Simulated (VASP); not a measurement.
Write the native input for VASP 6.6.1 that does the following.

```
Task                   : relaxation of cell and atoms
Functional             : PBEsol
Potentials or basis    : VASP PAW PBE potentials, release 64 (K_sv, I)
Cutoff                 : 600 eV
k mesh                 : 12 × 12 × 12
Occupations            : fermi-dirac, width 0.1 eV
Spin                   : no spin polarisation
Dipole correction      : no
Further INCAR settings : ALGO = Normal; EDIFF = 1e-06; IBRION = 2; EDIFFG = -0.002; NSW = 100; ISIF = 3
```

The structure of KI lies in POSCAR:

```
KI
1.0
    0.0000000000      3.5327750000      3.5327750000
    3.5327750000      0.0000000000      3.5327750000
    3.5327750000      3.5327750000      0.0000000000
K I
1 1
Direct
    0.0000000000      0.0000000000      0.0000000000
    0.5000000000      0.5000000000      0.5000000000
```

These files were run (other wordings do the same):

INCAR

```
  ALGO = Normal
  EDIFF = 1E-6
  EDIFFG = -0.002
  ENCUT = 600
  GGA = PS
  IBRION = 2
  ISIF = 3
  ISMEAR = -1
  LASPH = T
  LCHARG = F
  LREAL = F
  LWAVE = F
  NELM = 80
  NSW = 100
  PREC = Accurate
  SIGMA = 0.1
```

KPOINTS

```
k-points
0
Gamma
  12 12 12
```

Potentials or basis: VASP PAW PBE potentials, release 64 (K_sv, I).

Launch:

```sh
$ cat potpaw_PBE.64/K_sv/POTCAR potpaw_PBE.64/I/POTCAR > POTCAR
$ mpirun -np 1 vasp_std > vasp.out
```

Results of the run:

The relaxed volume is 43.16 Å³/atom and the relaxed cell is a = 4.961 Å, b = 4.961 Å, c = 4.961 Å, α = 60.00°, β = 60.00°, γ = 60.00°. The space group after relaxing (to 0.1 Å) is Fm-3m (No. 225) and the energy gained by relaxing is 0.7 meV/atom. The ionic steps are 22. The pressure after relaxing is 0.0 GPa. The band gap on the k mesh is 3.86 eV.

Caveat: the PAW data sets were made with another functional, which shifts forces and pressure a little; spin-orbit coupling is left out, which moves the levels of the heavy elements.

Wall time 6.1 min on 1 thread of Intel(R) Xeon(R) 6975P-C (Granite Rapids), with other jobs on the host, peak memory 0.31 GiB.
